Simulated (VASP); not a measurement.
# Ta (P6_3/mmc) in VASP: notebook

The runs below take Ta through single point, with PBE.

All numbers are computed with VASP 6.6.1; they aren't measurements. Logs are shortened: lines on timing, memory, paths and dates and some standing lists are left out, and cuts for length are marked.

### 1 The cell of the first run

It takes space group P6_3/mmc (No. 194, hexagonal). The conventional cell has a = 2.810 Å, b = 2.810 Å, c = 5.505 Å, α = 90.00°, β = 90.00°, γ = 120.00°. Within 3.7 Å of Ta (site symmetry -6m2) lie 12 Ta at 2.81 to 3.20 Å.

### 2 Single point, PBE

INCAR

```
SYSTEM = Ta
  ALGO = Fast
  EDIFF = 1E-7
  ENCUT = 520
  GGA = PE
  ISIF = 2
  ISMEAR = 0
  LASPH = .TRUE.
  LCHARG = .FALSE.
  LREAL = .FALSE.
  LWAVE = .FALSE.
  NBANDS = 18
  NELM = 60
  PREC = Accurate
  SIGMA = 0.15
```

KPOINTS

```
k-points
0
G
  21 21 10
  0 0 0
```

POSCAR

```
Ta
1.0
    2.8096754255      0.0000000000      0.0000000000
   -1.4048377127      2.4332502948      0.0000000000
    0.0000000000      0.0000000000      5.5051931301
Ta
2
Direct
    0.6666666667      0.3333333333      0.7500000000
    0.3333333333      0.6666666667      0.2500000000
```

Potentials or basis: VASP PAW PBE potentials, release 64 (Ta_pv).

The run is started by

```
cat potpaw_PBE.64/Ta_pv/POTCAR > POTCAR
mpirun -np 1 vasp_std > vasp.out
```

OUTCAR:

```text
SYSTEM = Ta
   EDIFF = 1E-7
   ENCUT = 520
   GGA = PE
   ISIF = 2
   ISMEAR = 0
   LASPH = .TRUE.
   LREAL = .FALSE.
   NELM = 60
   PREC = Accurate

 ion  position               nearest neighbor table
   1  0.667  0.333  0.750-   2 3.20   2 3.20   2 3.20   2 3.20   2 3.20   2 3.20
   2  0.333  0.667  0.250-   1 3.20   1 3.20   1 3.20   1 3.20   1 3.20   1 3.20

  LATTYP: Found a hexagonal cell.
 ALAT       =     2.8096754255
 C/A-ratio  =     1.9593697835

  Lattice vectors:

 A1 = (   2.8096754255,   0.0000000000,   0.0000000000)
 A2 = (  -1.4048377127,   2.4332502948,   0.0000000000)
 A3 = (   0.0000000000,   0.0000000000,   5.5051931301)

Analysis of symmetry for initial positions (statically):
=====================================================================
 Subroutine PRICEL returns:
 Original cell was already a primitive cell.

 Routine SETGRP: Setting up the symmetry group for a
 hexagonal supercell.

 Subroutine GETGRP returns: Found 24 space group operations
 (whereof 12 operations were pure point group operations)
 out of a pool of 24 trial point group operations.

The static configuration has the point symmetry D_3d.
 The point group associated with its full space group is D_6h.

Analysis of symmetry for dynamics (positions and initial velocities):
=====================================================================
 Subroutine PRICEL returns:
 Original cell was already a primitive cell.

 Routine SETGRP: Setting up the symmetry group for a
 hexagonal supercell.

 Subroutine GETGRP returns: Found 24 space group operations
 (whereof 12 operations were pure point group operations)
 out of a pool of 24 trial point group operations.

The dynamic configuration has the point symmetry D_3d.
 The point group associated with its full space group is D_6h.

 Subroutine INISYM returns: Found 24 space group operations
 (whereof 12 operations are pure point group operations),
 and found     1 'primitive' translations

----------------------------------------------------------------------------------------

                                     Primitive cell

  volume of cell :      37.6370

  direct lattice vectors                    reciprocal lattice vectors
     2.809675426  0.000000000  0.000000000     0.355912997  0.205486464  0.000000000
    -1.404837713  2.433250295  0.000000000     0.000000000  0.410972929  0.000000000
     0.000000000  0.000000000  5.505193130     0.000000000  0.000000000  0.181646670

  length of vectors
     2.809675426  2.809675425  5.505193130     0.410972929  0.410972929  0.181646670

  position of ions in fractional coordinates (direct lattice)
     0.666666667  0.333333333  0.750000000
     0.333333333  0.666666667  0.250000000

  ion indices of the primitive-cell ions
   primitive index   ion index
                 1           1
                 2           2

----------------------------------------------------------------------------------------

 KPOINTS: k-points

Automatic generation of k-mesh.
 Grid dimensions read from file:
 generate k-points for:   21   21   10

 Generating k-lattice:

  Cartesian coordinates                     Fractional coordinates (reciprocal lattice)
     0.016948238  0.009785070  0.000000000     0.047619048 -0.000000000  0.000000000
     0.000000000  0.019570139  0.000000000     0.000000000  0.047619048  0.000000000
     0.000000000  0.000000000  0.018164667     0.000000000  0.000000000  0.100000000

  Length of vectors
     0.019570139  0.019570139  0.018164667

  Shift w.r.t. Gamma in fractional coordinates (k-lattice)
     0.000000000  0.000000000  0.000000000

 Subroutine IBZKPT returns following result:
 ===========================================

 Found    288 irreducible k-points:

 Following reciprocal coordinates:
            Coordinates               Weight
  0.000000  0.000000  0.000000      1.000000
  0.047619  0.000000  0.000000      6.000000
  0.095238 -0.000000  0.000000      6.000000
  0.142857  0.000000  0.000000      6.000000
  0.190476 -0.000000  0.000000      6.000000
  0.238095  0.000000  0.000000      6.000000
[... 16 lines left out ...]
  0.142857  0.095238  0.000000     12.000000
  0.190476  0.095238  0.000000     12.000000
 [... further k-points ...]
   k-points           NKPTS =    288   k-points in BZ     NKDIM =    288   number of bands    NBANDS=     18
   number of dos      NEDOS =    301   number of ions     NIONS =      2
   total plane-waves  NPLWV =  24192
   dimension x,y,z NGX =    24 NGY =   24 NGZ =   42
   dimension x,y,z NGXF=    48 NGYF=   48 NGZF=   84
   ions per type =               2
   NGX,Y,Z   is equivalent  to a cutoff of  14.20, 14.20, 12.68 a.u.
   NGXF,Y,Z  is equivalent  to a cutoff of  28.40, 28.40, 25.37 a.u.
 SYSTEM =  Ta
   PREC   = accura    normal or accurate (medium, high low for compatibility)
   ISTART =      0    job   : 0-new  1-cont  2-samecut
   ICHARG =      2    charge: 1-file 2-atom 10-const
   ISPIN  =      1    spin polarized calculation?
   LNONCOLLINEAR =      F non collinear calculations
   LSORBIT =      F    spin-orbit coupling
   LASPH  =      T    aspherical Exc in radial PAW
   ENCUT  =  520.0 eV  38.22 Ry    6.18 a.u.   5.22  5.22 10.24*2*pi/ulx,y,z
   NELM   =     60;   NELMIN=  2; NELMDL= -5     # of ELM steps
   EDIFF  = 0.1E-06   stopping-criterion for ELM
   LREAL  =      F    real-space projection
   EDIFFG = 0.1E-05   stopping-criterion for IOM
   NSW    =      0    number of steps for IOM
   IBRION =     -1    ionic relax: 0-MD 1-quasi-New 2-CG
   NFREE  =      0    steps in history (QN), initial steepest desc. (CG)
   ISIF   =      2    stress and relaxation
   ISYM   =      2    0-nonsym 1-usesym 2-fastsym
   POTIM  = 0.5000    time-step for ionic-motion
   TEBEG  =    0.0;   TEEND  =   0.0 temperature during run
   PSTRESS=    0.0 pullay stress
   NELECT =      22.0000    total number of electrons
   NUPDOWN=      -1.0000    fix difference up-down
   EMIN   =  10.00;   EMAX   =-10.00  energy-range for DOS
   EFERMI =   0.00;   METHOD = LEGACY
   ISMEAR =     0;   SIGMA  =   0.15  broadening in eV -4-tet -1-fermi 0-gaus
   EFERMI_NEDOS =   21; number of points for ismear=-14 and -15
   IALGO  =     68    algorithm
   IMIX   =      4    mixing-type and parameters
     AMIX     =   0.40;   BMIX     =  1.00
     AMIX_MAG =   1.60;   BMIX_MAG =  1.00
  volume/ion in A,a.u.               =      18.82       126.99
  Fermi-wavevector in a.u.,A,eV,Ry     =   1.368812  2.586680 25.492516  1.873647
  Thomas-Fermi vector in A             =   2.494743
   LORBIT       =      0    0 simple, 1 ext, 2 COOP (PROOUT), +10 PAW based schemes
   GGA     = PE    functional components
   LHFCALC =     F    Hartree Fock is set to
   AEXX    =    0.0000 exact exchange contribution
   IVDW    =     0    specifies the selected vdW correction
   LEPSILON=     F    determine dielectric tensor
   LRPA    =     F    only Hartree local field effects (RPA)
 non-spin polarized calculation
 RMM-DIIS sequential band-by-band and
 Gauss-broadening in eV      SIGMA  =   0.15
  energy-cutoff  :      520.00
  volume of cell :       37.64
 maximum number of plane-waves:      1032
 NGX is ok and might be reduce to    24

 number of electron      22.0000003 magnetization

 Free energy of the ion-electron system (eV)
  ---------------------------------------------------
  ext. energy  EPLUGINS =         0.00000000
  ---------------------------------------------------
  free energy    TOTEN  =       -22.91062999 eV

  energy without entropy =      -22.87895121  energy(sigma->0) =      -22.89479060

 E-fermi :   5.5156     XC(G=0): -12.3533

 val. band max:        5.5093707184   @ k =   0.3810   0.2381   0.3000
 cond. band min:       5.5165395022   @ k =   0.1905  -0.0000   0.4000
 fundamental gap:      0.0071687838
 Fermi energy:         5.5155875718

 k-point     1 :       0.0000    0.0000    0.0000
  band No.  band energies     occupation
      1     -28.9400      2.00000
      2     -28.3403      2.00000
      3     -27.8801      2.00000
      4     -27.8801      2.00000
      5     -27.8361      2.00000
      6     -27.8361      2.00000
[... 10 lines left out ...]
     17      10.8787      0.00000
     18      10.8787      0.00000

 k-point     2 :       0.0476    0.0000    0.0000
  band No.  band energies     occupation
      1     -28.9325      2.00000
      2     -28.3388      2.00000
      3     -27.9123      2.00000
      4     -27.8880      2.00000
      5     -27.8688      2.00000
      6     -27.8426      2.00000
[... 10 lines left out ...]
     17      10.9004      0.00000
     18      11.0257      0.00000

 k-point     3 :       0.0952   -0.0000    0.0000
  band No.  band energies     occupation
      1     -28.9105      2.00000
      2     -28.3345      2.00000
      3     -28.0054      2.00000
      4     -27.9628      2.00000
      5     -27.9107      2.00000
      6     -27.8615      2.00000
[... 10 lines left out ...]
     17      10.9442      0.00000
     18      11.3874      0.00000

 k-point     4 :       0.1429    0.0000    0.0000
  band No.  band energies     occupation
      1     -28.8753      2.00000
      2     -28.3284      2.00000
      3     -28.1497      2.00000
      4     -28.1072      2.00000
      5     -27.9458      2.00000
      6     -27.8913      2.00000
[... 10 lines left out ...]
     17      10.9752      0.00000
     18      11.8700      0.00000

 k-point     5 :       0.1905   -0.0000    0.0000
  band No.  band energies     occupation
      1     -28.8291      2.00000
      2     -28.3305      2.00000
      3     -28.3217      2.00000
      4     -28.2860      2.00000
      5     -27.9899      2.00000
      6     -27.9293      2.00000
[... 10 lines left out ...]
     17      10.9749      0.00000
     18      12.4153      0.00000

 k-point     6 :       0.2381    0.0000    0.0000
  band No.  band energies     occupation
      1     -28.7749      2.00000
      2     -28.5300      2.00000
      3     -28.4814      2.00000
      4     -28.3161      2.00000
      5     -28.0387      2.00000
      6     -27.9721      2.00000
[... 10 lines left out ...]
     17      10.9428      0.00000
     18      12.7181      0.00000

 k-point     7 :       0.2857   -0.0000    0.0000
  band No.  band energies     occupation
      1     -28.7296      2.00000
      2     -28.7161      2.00000
      3     -28.6755      2.00000
      4     -28.3134      2.00000
      5     -28.0879      2.00000
      6     -28.0158      2.00000
[... 10 lines left out ...]
     17      10.8882      0.00000
     18      12.5196      0.00000

 k-point     8 :       0.3333    0.0000    0.0000
  band No.  band energies     occupation
      1     -28.9119      2.00000
      2     -28.8520      2.00000
      3     -28.6568      2.00000
      4     -28.3149      2.00000
      5     -28.1333      2.00000
      6     -28.0564      2.00000
[... 10 lines left out ...]
     17      10.8243      0.00000
     18      12.4160      0.00000
[... 229 lines left out ...]
     17      12.2290      0.00000
     18      13.1124      0.00000

 k-point    20 :       0.4286    0.0476    0.0000
  band No.  band energies     occupation
      1     -29.1944      2.00000
      2     -29.1248      2.00000
      3     -28.5377      2.00000
      4     -28.3360      2.00000
      5     -28.2262      2.00000
      6     -28.1428      2.00000
[... 10 lines left out ...]
     17      12.9330      0.00000
     18      13.5792      0.00000

 k-point    21 :       0.4762    0.0476    0.0000
  band No.  band energies     occupation
      1     -29.2217      2.00000
      2     -29.1510      2.00000
      3     -28.5237      2.00000
      4     -28.3407      2.00000
      5     -28.2337      2.00000
      6     -28.1495      2.00000
[... 10 lines left out ...]
     17      13.1964      0.00000
     18      13.6815      0.00000

 k-point    22 :       0.0952    0.0952    0.0000
  band No.  band energies     occupation
      1     -28.8550      2.00000
      2     -28.3252      2.00000
      3     -28.2137      2.00000
      4     -28.1895      2.00000
      5     -27.9668      2.00000
      6     -27.9219      2.00000
[... 10 lines left out ...]
     17      10.7856      0.00000
     18      12.2553      0.00000

 k-point    23 :       0.1429    0.0952    0.0000
  band No.  band energies     occupation
      1     -28.8102      2.00000
      2     -28.3735      2.00000
      3     -28.3516      2.00000
      4     -28.3194      2.00000
      5     -28.0176      2.00000
      6     -27.9690      2.00000
[... 10 lines left out ...]
     17      10.6741      0.00000
     18      12.8476      0.00000

 k-point    24 :       0.1905    0.0952    0.0000
  band No.  band energies     occupation
      1     -28.7576      2.00000
      2     -28.5543      2.00000
      3     -28.5240      2.00000
      4     -28.3148      2.00000
      5     -28.0765      2.00000
      6     -28.0208      2.00000
[... 10 lines left out ...]
     17      10.5614      0.00000
     18      12.7142      0.00000

 [... further k-points ...]
[... 5 lines left out ...]
  --------------------------------------------------------------------------------------
  -------------------------------------------------------------------------------------
  Total        2.2271333      2.2271333     -3.0351583      0.0000000      0.0000000     -0.0000000
  in kB       94.8071931     94.8071930   -129.2041407      0.0000000      0.0000000     -0.0000000
  external PRESSURE =      20.1367485 kB  Pullay stress =       0.0000000 kB

 VOLUME and BASIS-vectors are now :
 -----------------------------------------------------------------------------
  energy-cutoff  :      520.00
  volume of cell :       37.64
      direct lattice vectors                 reciprocal lattice vectors
     2.809675426  0.000000000  0.000000000     0.355912997  0.205486464  0.000000000
    -1.404837713  2.433250295  0.000000000     0.000000000  0.410972929  0.000000000
     0.000000000  0.000000000  5.505193130     0.000000000  0.000000000  0.181646670

 POSITION                                       TOTAL-FORCE (eV/Angst)
 -----------------------------------------------------------------------------------
      1.40484      0.81108      4.12889        -0.000000      0.000000      0.000000
     -0.00000      1.62217      1.37630         0.000000     -0.000000      0.000000
 -----------------------------------------------------------------------------------
    total drift:                                0.000000     -0.000000      0.000000

  FREE ENERGIE OF THE ION-ELECTRON SYSTEM (eV)
  ---------------------------------------------------
  free  energy   TOTEN  =       -22.9106299891 eV

  energy  without entropy=      -22.8789512130  energy(sigma->0) =      -22.89479060
```

Run time: 3.9 min. Hardware: 1 thread of AMD EPYC 9R45 (Zen 5), shared host; peak memory 0.24 GiB.

What came out:

| Property | Result |
| --- | --- |
| Free energy | -22.9106 eV |
| Pressure | 2.0 GPa |
| Band gap on the k mesh | zero (band 11 reaches 7.20 eV, above the bottom of band 12 at 4.70 eV) |

Caveat: spin-orbit coupling is left out, which moves the levels of the heavy elements.

### 3 Single point, PBE

This run uses another cell than the first one, of the same volume but with other edges.

INCAR

```
SYSTEM = Ta
PREC = Accurate ; ENCUT = 520
EDIFF = 1E-7 ; ISMEAR = 0
SIGMA = 0.15 ; LREAL = .FALSE.
LASPH = .TRUE. ; NELM = 100
ALGO = Fast ; ISIF = 2
LWAVE = .FALSE. ; LCHARG = .FALSE.
GGA = PE ; NBANDS = 18
```

KPOINTS

```
regular mesh
0
G
  21 21 10
  0 0 0
```

POSCAR

```
Ta
1.0
    2.9401081346      0.0000000000      0.0000000000
   -1.4700540673      2.5462083345      0.0000000000
    0.0000000000      0.0000000000      5.0275715252
Ta
2
Direct
    0.6666666667      0.3333333333      0.7500000000
    0.3333333333      0.6666666667      0.2500000000
```

Potentials or basis: VASP PAW PBE potentials, release 64 (Ta_pv).

The run is started by

```
cat potpaw_PBE.64/Ta_pv/POTCAR > POTCAR
mpirun -np 1 vasp_std > vasp.out
```

Run time: 3.5 min. Hardware: 1 thread of AMD EPYC 9R45 (Zen 5), shared host; peak memory 0.24 GiB.

The run converged. Its results:

| Property | Result |
| --- | --- |
| Free energy | -23.0611 eV |
| Pressure | -1.0 GPa |
| Band gap on the k mesh | zero (band 11 reaches 6.94 eV, above the bottom of band 12 at 4.88 eV) |

Stress tensor (GPa, compression positive):
```
-3.14  0.00  0.00
 0.00 -3.14  0.00
 0.00  0.00  3.39
```

Levels at points of the mesh, in eV from the Fermi level:
| k point | band 9 | band 10 | band 11 | band 12 | band 13 | band 14 |
| --- | --- | --- | --- | --- | --- | --- |
| (0.00, 0.00, 0.00) | -0.16 | 0.18 | 0.51 | 0.51 | 1.16 | 1.16 |
| (0.00, 0.00, 0.50) | -0.96 | -0.96 | 0.51 | 0.51 | 0.51 | 0.51 |

Caveat: spin-orbit coupling is left out, which moves the levels of the heavy elements.
